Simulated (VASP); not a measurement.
Runs of VASP 6.6.1 on CdF2. The structure is that of space group Fm-3m (No. 225), or close to it. The cells are those of the table. 

```tsv
cell	gap on the mesh (eV)	pressure (GPa)
a = 3.885, b = 3.885, c = 3.806 Å, angles 60.7, 60.7, 58.7°, 3 atoms	(b)	-3.3
a = 3.967, b = 3.967, c = 3.928 Å, angles 60.3, 60.3, 59.3°, 3 atoms	2.51	-9.0
a = 3.920, b = 3.920, c = 3.880 Å, angles 60.3, 60.3, 59.3°, 3 atoms	2.63	-6.4
a = 3.941, b = 3.941, c = 3.980 Å, angles 59.7, 59.7, 60.7°, 3 atoms	2.51	-9.0
a = 4.014, b = 4.014, c = 3.974 Å, angles 60.3, 60.3, 59.3°, 3 atoms	(a)	-10.9
```

Alike in all rows: task single point; level PBEsol; potentials or basis VASP PAW PBE potentials, release 64 (Cd, F); no spin polarisation; k mesh 8 × 8 × 8; cutoff (eV) 520; smearing gaussian 0.05 eV.

**Question.** Estimate the missing entries.

**Answer.** (a) 2.39; (b) 2.72.

Caveats: the PAW data sets were made with another functional, which shifts forces and pressure a little.

A k mesh can miss the band edges, and the runs leave out spin-orbit coupling on Cd.
